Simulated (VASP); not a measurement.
# BeTe (F-43m) in VASP: a series of runs

Aim: see how the results for BeTe move with the level of theory and the settings. Levels: r2SCAN, HSE06, PBE0. Tasks: relaxation of cell and atoms, single point.

Everything below comes from runs of VASP 6.6.1. Logs are shortened: lines on timing, memory, paths and dates and some standing lists are left out, and cuts for length are marked.

### Step 1. The cell of the first run

Symmetry: F-43m, No. 216, cubic system. Conventional cell: a = 5.664 Å, b = 5.664 Å, c = 5.664 Å, α = 90.00°, β = 90.00°, γ = 90.00°. Be (site symmetry -43m) has 4 Te at 2.45 Å within 3.2 Å. Within 3.2 Å of Te (site symmetry -43m) lie 4 Be at 2.45 Å.

### Step 2. Relaxation of cell and atoms, r2SCAN

POSCAR

```
BeTe
1.0
    0.0000000000      2.8318743933      2.8318743933
    2.8318743933      0.0000000000      2.8318743933
    2.8318743933      2.8318743933      0.0000000000
Be Te
1 1
Direct
    0.0000000000      0.0000000000      0.0000000000
    0.2500000000      0.2500000000      0.2500000000
```

INCAR.step1

```
SYSTEM = BeTe
  PREC = Accurate
  ENCUT = 600
  ISMEAR = -1
  SIGMA = 0.02
  LREAL = .FALSE.
  LASPH = .TRUE.
  NELM = 80
  GGA = PE
  ALGO = Normal
  EDIFF = 1E-4
  LWAVE = .TRUE.
  LCHARG = .FALSE.
```

INCAR.step2

```
SYSTEM = BeTe
  PREC = Accurate
  ENCUT = 600
  EDIFF = 1E-6
  ISMEAR = -1
  SIGMA = 0.02
  LREAL = .FALSE.
  LASPH = .TRUE.
  NELM = 80
  ALGO = Normal
  ISIF = 3
  LWAVE = .FALSE.
  LCHARG = .FALSE.
  METAGGA = R2SCAN
  LMIXTAU = .TRUE.
  IBRION = 2
  NSW = 80
  EDIFFG = -0.005
  ISTART = 1
```

KPOINTS

```
Automatic mesh
0
G
  8 8 8
  0 0 0
```

Potentials or basis: VASP PAW PBE potentials, release 64 (Be, Te).

The run is started by

```bash
$ cat potpaw_PBE.64/Be/POTCAR potpaw_PBE.64/Te/POTCAR > POTCAR
$ cp INCAR.step1 INCAR
$ mpirun -np 1 vasp_std > vasp.out
$ cp INCAR.step2 INCAR
$ mpirun -np 1 vasp_std > vasp.out
```

OUTCAR:

```text
SYSTEM = BeTe
   PREC = Accurate
   ENCUT = 600
   EDIFF = 1E-6
   ISMEAR = -1
   LREAL = .FALSE.
   LASPH = .TRUE.
   NELM = 80
   ISIF = 3
   METAGGA = R2SCAN
   IBRION = 2
   NSW = 80
   EDIFFG = -0.005
   ISTART = 1

 ion  position               nearest neighbor table
   1  0.000  0.000  0.000-   2 2.45   2 2.45   2 2.45   2 2.45
   2  0.250  0.250  0.250-   1 2.45   1 2.45   1 2.45   1 2.45

  LATTYP: Found a face centered cubic cell.
 ALAT       =     5.6637487866

  Lattice vectors:

 A1 = (   0.0000000000,   2.8318743933,   2.8318743933)
 A2 = (   2.8318743933,   0.0000000000,   2.8318743933)
 A3 = (   2.8318743933,   2.8318743933,   0.0000000000)

Analysis of symmetry for initial positions (statically):
=====================================================================
 Subroutine PRICEL returns:
 Original cell was already a primitive cell.

 Routine SETGRP: Setting up the symmetry group for a
 face centered cubic supercell.

 Subroutine GETGRP returns: Found 24 space group operations
 (whereof 24 operations were pure point group operations)
 out of a pool of 48 trial point group operations.

The static configuration has the point symmetry T_d .

Analysis of symmetry for dynamics (positions and initial velocities):
=====================================================================
 Subroutine PRICEL returns:
 Original cell was already a primitive cell.

 Routine SETGRP: Setting up the symmetry group for a
 face centered cubic supercell.

 Subroutine GETGRP returns: Found 24 space group operations
 (whereof 24 operations were pure point group operations)
 out of a pool of 48 trial point group operations.

The dynamic configuration has the point symmetry T_d .

 Subroutine INISYM returns: Found 24 space group operations
 (whereof 24 operations are pure point group operations),
 and found     1 'primitive' translations

----------------------------------------------------------------------------------------

                                     Primitive cell

  volume of cell :      45.4205

  direct lattice vectors                    reciprocal lattice vectors
     0.000000000  2.831874393  2.831874393    -0.176561503  0.176561503  0.176561503
     2.831874393  0.000000000  2.831874393     0.176561503 -0.176561503  0.176561503
     2.831874393  2.831874393  0.000000000     0.176561503  0.176561503 -0.176561503

  length of vectors
     4.004875174  4.004875174  4.004875174     0.305813494  0.305813494  0.305813494

  position of ions in fractional coordinates (direct lattice)
     0.000000000  0.000000000  0.000000000
     0.250000000  0.250000000  0.250000000

  ion indices of the primitive-cell ions
   primitive index   ion index
                 1           1
                 2           2

----------------------------------------------------------------------------------------

 KPOINTS: Automatic mesh

Automatic generation of k-mesh.
 Grid dimensions read from file:
 generate k-points for:    8    8    8

 Generating k-lattice:

  Cartesian coordinates                     Fractional coordinates (reciprocal lattice)
    -0.022070188  0.022070188  0.022070188     0.125000000  0.000000000  0.000000000
     0.022070188 -0.022070188  0.022070188     0.000000000  0.125000000  0.000000000
     0.022070188  0.022070188 -0.022070188     0.000000000  0.000000000  0.125000000

  Length of vectors
     0.038226687  0.038226687  0.038226687

  Shift w.r.t. Gamma in fractional coordinates (k-lattice)
[... 49 lines left out ...]
   LASPH  =      T    aspherical Exc in radial PAW
   ENCUT  =  600.0 eV  44.10 Ry    6.64 a.u.   8.00  8.00  8.00*2*pi/ulx,y,z
   NELM   =     80;   NELMIN=  2; NELMDL=  0     # of ELM steps
   EDIFF  = 0.1E-05   stopping-criterion for ELM
   LREAL  =      F    real-space projection
   EDIFFG = -.5E-02   stopping-criterion for IOM
   NSW    =     80    number of steps for IOM
   IBRION =      2    ionic relax: 0-MD 1-quasi-New 2-CG
   NFREE  =      1    steps in history (QN), initial steepest desc. (CG)
   ISIF   =      3    stress and relaxation
   ISYM   =      2    0-nonsym 1-usesym 2-fastsym
   POTIM  = 0.5000    time-step for ionic-motion
   TEBEG  =    0.0;   TEEND  =   0.0 temperature during run
   PSTRESS=    0.0 pullay stress
   NELECT =       8.0000    total number of electrons
   NUPDOWN=      -1.0000    fix difference up-down
   EMIN   =  10.00;   EMAX   =-10.00  energy-range for DOS
   EFERMI =   0.00;   METHOD = LEGACY
   ISMEAR =    -1;   SIGMA  =   0.02  broadening in eV -4-tet -1-fermi 0-gaus
   EFERMI_NEDOS =   21; number of points for ismear=-14 and -15
   IALGO  =     38    algorithm
   IMIX   =      4    mixing-type and parameters
     AMIX     =   0.40;   BMIX     =  1.00
     AMIX_MAG =   1.60;   BMIX_MAG =  1.00
  volume/ion in A,a.u.               =      22.71       153.26
  Fermi-wavevector in a.u.,A,eV,Ry     =   0.917672  1.734149 11.457765  0.842122
  Thomas-Fermi vector in A             =   2.042667
   LORBIT       =      0    0 simple, 1 ext, 2 COOP (PROOUT), +10 PAW based schemes
   METAGGA = R2SCAN    functional components
   LHFCALC =     F    Hartree Fock is set to
   AEXX    =    0.0000 exact exchange contribution
   IVDW    =     0    specifies the selected vdW correction
   LEPSILON=     F    determine dielectric tensor
   LRPA    =     F    only Hartree local field effects (RPA)
 conjugate gradient relaxation of ions
 non-spin polarized calculation
  energy-cutoff  :      600.00
  volume of cell :       45.42
 maximum number of plane-waves:      1540
   NGX = 15   NGY = 15   NGZ = 15

--------------------------------------- Ionic step        1  -------------------------------------------

 number of electron       8.0000000 magnetization

 Free energy of the ion-electron system (eV)
  ---------------------------------------------------
  ext. energy  EPLUGINS =         0.00000000
  ---------------------------------------------------
  free energy    TOTEN  =       -30.68549448 eV

  energy without entropy =      -30.68549448  energy(sigma->0) =      -30.68549448

------------------------ aborting loop because EDIFF is reached ----------------------------------------

  FORCE on cell =-STRESS in cart. coord.  units (eV):
  Direction    XX          YY          ZZ          XY          YZ          ZX
  --------------------------------------------------------------------------------------
  -------------------------------------------------------------------------------------
  Total       -0.0133307     -0.0133307     -0.0133307      0.0000000      0.0000000      0.0000000
  in kB       -0.4702303     -0.4702303     -0.4702303      0.0000000      0.0000000      0.0000000
  external PRESSURE =      -0.4702303 kB  Pullay stress =       0.0000000 kB

 VOLUME and BASIS-vectors are now :
 -----------------------------------------------------------------------------
  energy-cutoff  :      600.00
  volume of cell :       45.42
      direct lattice vectors                 reciprocal lattice vectors
     0.000000000  2.831874393  2.831874393    -0.176561503  0.176561503  0.176561503
     2.831874393  0.000000000  2.831874393     0.176561503 -0.176561503  0.176561503
     2.831874393  2.831874393  0.000000000     0.176561503  0.176561503 -0.176561503

 POSITION                                       TOTAL-FORCE (eV/Angst)
 -----------------------------------------------------------------------------------
      0.00000      0.00000      0.00000         0.000000      0.000000      0.000000
      1.41594      1.41594      1.41594        -0.000000     -0.000000     -0.000000
 -----------------------------------------------------------------------------------
    total drift:                                0.000000      0.000000      0.000000

  FREE ENERGIE OF THE ION-ELECTRON SYSTEM (eV)
  ---------------------------------------------------
  free  energy   TOTEN  =       -30.6854944765 eV

  energy  without entropy=      -30.6854944765  energy(sigma->0) =      -30.68549448

--------------------------------------- Ionic step        2  -------------------------------------------

 number of electron       8.0000000 magnetization

 Free energy of the ion-electron system (eV)
  ---------------------------------------------------
  ext. energy  EPLUGINS =         0.00000000
  ---------------------------------------------------
  free energy    TOTEN  =       -30.68549361 eV

  energy without entropy =      -30.68549361  energy(sigma->0) =      -30.68549361

 E-fermi :   5.1816     XC(G=0):  -9.4123

 val. band max:        4.7588819616   @ k =   0.0000   0.0000   0.0000
 cond. band min:       7.1332659161   @ k =   0.5000   0.5000   0.0000
 fundamental gap:      2.3743839545
 Fermi energy:         5.1816420546

 k-point     1 :       0.0000    0.0000    0.0000
  band No.  band energies     occupation
      1      -7.9197      2.00000
      2       4.7589      2.00000
      3       4.7589      2.00000
      4       4.7589      2.00000
      5       8.7911      0.00000
      6       8.7911      0.00000
      7       8.7911      0.00000
      8       9.1447      0.00000
[... 243 lines left out ...]
 k-point    24 :      -0.3750    0.2500    0.1250
  band No.  band energies     occupation
      1      -6.2660      2.00000
      2      -0.4750      2.00000
      3       1.8244      2.00000
      4       2.8388      2.00000
      5       9.4455      0.00000
      6       9.5432      0.00000
      7      11.9824      0.00000
      8      13.1357      0.00000

 [... further k-points ...]
[... 5 lines left out ...]
  --------------------------------------------------------------------------------------
  -------------------------------------------------------------------------------------
  Total        0.0048460      0.0048460      0.0048460      0.0000000      0.0000000      0.0000000
  in kB        0.1711038      0.1711038      0.1711038      0.0000000      0.0000000      0.0000000
  external PRESSURE =       0.1711038 kB  Pullay stress =       0.0000000 kB

 VOLUME and BASIS-vectors are now :
 -----------------------------------------------------------------------------
  energy-cutoff  :      600.00
  volume of cell :       45.38
      direct lattice vectors                 reciprocal lattice vectors
    -0.000000000  2.830963794  2.830963794    -0.176618296  0.176618296  0.176618296
     2.830963794  0.000000000  2.830963794     0.176618296 -0.176618296  0.176618296
     2.830963794  2.830963794  0.000000000     0.176618296  0.176618296 -0.176618296

 POSITION                                       TOTAL-FORCE (eV/Angst)
 -----------------------------------------------------------------------------------
      0.00000      0.00000      0.00000        -0.000000     -0.000000      0.000000
      1.41548      1.41548      1.41548         0.000000      0.000000     -0.000000
 -----------------------------------------------------------------------------------
    total drift:                                0.000000      0.000000      0.000000

  FREE ENERGIE OF THE ION-ELECTRON SYSTEM (eV)
  ---------------------------------------------------
  free  energy   TOTEN  =       -30.6854936096 eV

  energy  without entropy=      -30.6854936096  energy(sigma->0) =      -30.68549361

 reached required accuracy - stopping structural energy minimisation
```

Run time: 23 s. Hardware: 1 thread of Intel Xeon 6975P-C (Granite Rapids), shared host; peak memory 0.19 GiB.

Results:

| Property | Result |
| --- | --- |
| Free energy | -30.6855 eV |
| Relaxed volume | 22.69 Å³/atom |
| Relaxed cell | a = 4.004 Å, b = 4.004 Å, c = 4.004 Å, α = 60.00°, β = 60.00°, γ = 60.00° |
| Space group after relaxing (to 0.05 Å) | F-43m (No. 216) |
| Energy gained by relaxing | 0.0 meV/atom |
| Ionic steps | 2 |
| Pressure after relaxing | 0.0 GPa |
| Band gap on the k mesh | 2.37 eV, indirect (least direct gap 4.03 eV) |

Final structure:
```yaml
crystal:
  lattice:
    - [0.00000, 2.83096, 2.83096]
    - [2.83096, 0.00000, 2.83096]
    - [2.83096, 2.83096, 0.00000]
  atoms:
    - { symbol: Be, position: [0.00000, 0.00000, 0.00000] }
    - { symbol: Te, position: [0.25000, 0.25000, 0.25000] }
```

Levels at points of the mesh, in eV from the valence-band top:
| k point | band 1 | band 2 | band 3 | band 4 | band 5 | band 6 | band 7 | band 8 |
| --- | --- | --- | --- | --- | --- | --- | --- | --- |
| (0.00, 0.00, 0.00) | -12.68 | 0.00 | 0.00 | 0.00 | 4.03 | 4.03 | 4.03 | 4.39 |
| (0.50, 0.00, 0.00) | -11.28 | -5.66 | -1.14 | -1.14 | 3.51 | 5.02 | 5.02 | 8.47 |
| (0.50, 0.50, 0.00) | -10.76 | -5.25 | -2.68 | -2.68 | 2.37 | 3.01 | 10.47 | 10.47 |

Caveat: the PAW data sets were made with another functional, which shifts forces and pressure a little; spin-orbit coupling is left out, which moves the levels of the heavy elements. A k mesh can miss the band edges.

### Step 3. Single point, HSE06

This run uses another cell than the first one, of 22.32 Å³/atom, 0.983 times its volume.

POSCAR

```
BeTe
1.0
    0.0000000000      2.8156979330      2.8156979330
    2.8156979330      0.0000000000      2.8156979330
    2.8156979330      2.8156979330      0.0000000000
Be Te
1 1
Direct
    0.0000000000      0.0000000000      0.0000000000
    0.2500000000      0.2500000000      0.2500000000
```

INCAR.step1

```
PREC = Accurate
ENCUT = 520
EDIFF = 1E-5
ISMEAR = -1
SIGMA = 0.02
LREAL = F
LASPH = T
NELM = 80
ALGO = Normal
ISIF = 2
LWAVE = T
LCHARG = F
GGA = PE
NBANDS = 11
```

INCAR.step2

```
PREC = Accurate
ENCUT = 520
EDIFF = 1E-7
ISMEAR = -1
SIGMA = 0.02
LREAL = F
LASPH = T
NELM = 80
ALGO = Normal
ISIF = 2
LWAVE = F
LCHARG = F
GGA = PE
LHFCALC = T
HFSCREEN = 0.2079
PRECFOCK = Normal
ISTART = 1
NBANDS = 11
```

KPOINTS

```
Automatic mesh
0
Gamma
  6 6 6
```

Potentials or basis: VASP PAW PBE potentials, release 64 (Be, Te).

The run is started by

```bash
$ cat potpaw_PBE.64/Be/POTCAR potpaw_PBE.64/Te/POTCAR > POTCAR
$ cp INCAR.step1 INCAR
$ mpirun -np 1 vasp_std > vasp.out
$ cp INCAR.step2 INCAR
$ mpirun -np 1 vasp_std > vasp.out
```

Run time: 17 min. Hardware: 1 thread of Intel Xeon Platinum 8375C at 2.90GHz (Ice Lake), shared host; peak memory 0.3 GiB.

It converged, with:

```
Free energy            : -8.7529 eV
Pressure               : -0.1 GPa
Band gap on the k mesh : 2.64 eV, indirect (least direct gap 4.47 eV)
```

Levels at points of the mesh, in eV from the valence-band top:
| k point | band 1 | band 2 | band 3 | band 4 | band 5 | band 6 | band 7 | band 8 |
| --- | --- | --- | --- | --- | --- | --- | --- | --- |
| (0.00, 0.00, 0.00) | -13.45 | 0.00 | 0.00 | 0.00 | 4.47 | 4.47 | 4.47 | 4.59 |
| (0.50, 0.00, 0.00) | -11.93 | -6.11 | -1.22 | -1.22 | 3.83 | 5.47 | 5.47 | 8.84 |
| (0.50, 0.50, 0.00) | -11.37 | -5.66 | -2.88 | -2.88 | 2.64 | 3.38 | 11.08 | 11.08 |

Caveat: the PAW data sets were made with another functional, which shifts forces and pressure a little; spin-orbit coupling is left out, which moves the levels of the heavy elements. A k mesh can miss the band edges.

### Step 4. Single point, HSE06

This run uses another cell than the first one, of 22.63 Å³/atom, 0.997 times its volume.

POSCAR

```
BeTe
1.0
    0.0000000000      2.8286229065      2.8286229065
    2.8286229065      0.0000000000      2.8286229065
    2.8286229065      2.8286229065      0.0000000000
Be Te
1 1
Direct
    0.0000000000      0.0000000000      0.0000000000
    0.2500000000      0.2500000000      0.2500000000
```

INCAR.step1

```
PREC = Accurate ; ENCUT = 520
EDIFF = 1E-5 ; ISMEAR = 0
SIGMA = 0.01 ; LREAL = False
LASPH = True ; NELM = 100
ALGO = Normal ; ISIF = 2
LWAVE = True ; LCHARG = False
NBANDS = 11 ; GGA = PE
```

INCAR.step2

```
PREC = Accurate ; ENCUT = 520
EDIFF = 1E-6 ; ISMEAR = 0
SIGMA = 0.01 ; LREAL = False
LASPH = True ; NELM = 100
ALGO = Normal ; ISIF = 2
LWAVE = False ; LCHARG = False
GGA = PE ; LHFCALC = True
HFSCREEN = 0.2079 ; PRECFOCK = Normal
NBANDS = 11 ; ISTART = 1
```

KPOINTS

```
regular mesh
0
Gamma
  6 6 6
```

The run is started by

```bash
$ cat potpaw_PBE.64/Be/POTCAR potpaw_PBE.64/Te/POTCAR > POTCAR
$ cp INCAR.step1 INCAR
$ mpirun -np 1 vasp_std > vasp.out
$ cp INCAR.step2 INCAR
$ mpirun -np 1 vasp_std > vasp.out
```

It took 9.1 min on 1 thread of Intel Xeon Platinum 8375C at 2.90GHz (Ice Lake), shared host; peak memory 0.3 GiB.

It converged, with:

```
Free energy            : -8.7508 eV
Pressure               : -0.9 GPa
Band gap on the k mesh : 2.67 eV, indirect (least direct gap 4.48 eV)
```

Levels at points of the mesh, in eV from the valence-band top:
```csv
k point,band 1,band 2,band 3,band 4,band 5,band 6,band 7,band 8
"(0.00, 0.00, 0.00)",-13.35,0.00,0.00,0.00,4.48,4.48,4.48,4.49
"(0.50, 0.00, 0.00)",-11.87,-6.01,-1.20,-1.20,3.79,5.48,5.48,8.84
"(0.50, 0.50, 0.00)",-11.33,-5.58,-2.82,-2.82,2.67,3.40,10.99,10.99
```

Caveat: the PAW data sets were made with another functional, which shifts forces and pressure a little; spin-orbit coupling is left out, which moves the levels of the heavy elements. A k mesh can miss the band edges.

### Step 5. Single point, PBE0

This run uses another cell than the first one, of 22.63 Å³/atom, 0.997 times its volume.

POSCAR is that of step 4.

INCAR.step1

```
PREC = Accurate ; ENCUT = 520
EDIFF = 1E-5 ; ISMEAR = 0
SIGMA = 0.01 ; LREAL = False
LASPH = True ; NELM = 60
ALGO = Normal ; ISIF = 2
LWAVE = True ; LCHARG = False
GGA = PE ; NBANDS = 11
```

INCAR.step2

```
PREC = Accurate ; ENCUT = 520
EDIFF = 1E-6 ; ISMEAR = 0
SIGMA = 0.01 ; LREAL = False
LASPH = True ; NELM = 60
ALGO = Normal ; ISIF = 2
LWAVE = False ; LCHARG = False
GGA = PE ; LHFCALC = True
AEXX = 0.25 ; PRECFOCK = Normal
ISTART = 1 ; NBANDS = 11
```

KPOINTS

```
Automatic mesh
0
Gamma
  6 6 6
```

The run is started by

```bash
$ cat potpaw_PBE.64/Be/POTCAR potpaw_PBE.64/Te/POTCAR > POTCAR
$ cp INCAR.step1 INCAR
$ mpirun -np 1 vasp_std > vasp.out
$ cp INCAR.step2 INCAR
$ mpirun -np 1 vasp_std > vasp.out
```

Wall time 7.1 min (1 thread of Intel Xeon Platinum 8375C at 2.90GHz (Ice Lake), shared host); peak memory 0.2 GiB.

The run converged. Its results:

```
Free energy            : -9.3389 eV
Pressure               : -1.0 GPa
Band gap on the k mesh : 3.34 eV, indirect (least direct gap 5.17 eV)
```

Levels at points of the mesh, in eV from the valence-band top:
| k point | band 1 | band 2 | band 3 | band 4 | band 5 | band 6 | band 7 | band 8 |
| --- | --- | --- | --- | --- | --- | --- | --- | --- |
| (0.00, 0.00, 0.00) | -13.44 | 0.00 | 0.00 | 0.00 | 5.17 | 5.17 | 5.17 | 5.17 |
| (0.50, 0.00, 0.00) | -11.95 | -6.10 | -1.22 | -1.22 | 4.48 | 6.18 | 6.18 | 9.54 |
| (0.50, 0.50, 0.00) | -11.41 | -5.67 | -2.87 | -2.87 | 3.34 | 4.08 | 11.73 | 11.73 |

Caveat: the PAW data sets were made with another functional, which shifts forces and pressure a little; spin-orbit coupling is left out, which moves the levels of the heavy elements. A k mesh can miss the band edges.

### Step 6. Overview

| task | level | cell | k mesh | cutoff (eV) | smearing | grid for exact exchange (PRECFOCK) | screening parameter | gap on the mesh (eV) | pressure (GPa) |
| --- | --- | --- | --- | --- | --- | --- | --- | --- | --- |
| relaxation of cell and atoms | r2SCAN | relaxed from a = 4.005 Å, angles 60.0°, 2 atoms | 8 × 8 × 8 | 600 | fermi-dirac 0.02 eV | - | - | 2.37 | 0.0 |
| single point | HSE06 | a = 3.982 Å, angles 60.0°, 2 atoms | 6 × 6 × 6 | 520 | fermi-dirac 0.02 eV | Normal | 0.2079 1/Å | 2.64 | -0.1 |
| single point | HSE06 | a = 4.000 Å, angles 60.0°, 2 atoms | 6 × 6 × 6 | 520 | gaussian 0.01 eV | Normal | 0.2079 1/Å | 2.67 | -0.9 |
| single point | PBE0 | a = 4.000 Å, angles 60.0°, 2 atoms | 6 × 6 × 6 | 520 | gaussian 0.01 eV | Normal | - | 3.34 | -1.0 |

Alike in all rows: potentials or basis VASP PAW PBE potentials, release 64 (Be, Te); no spin polarisation.

Caveats: the PAW data sets were made with another functional, which shifts forces and pressure a little; spin-orbit coupling is left out, which moves the levels of the heavy elements.

Total energies depend on the potentials used, so only differences within one code and one set of settings carry meaning.
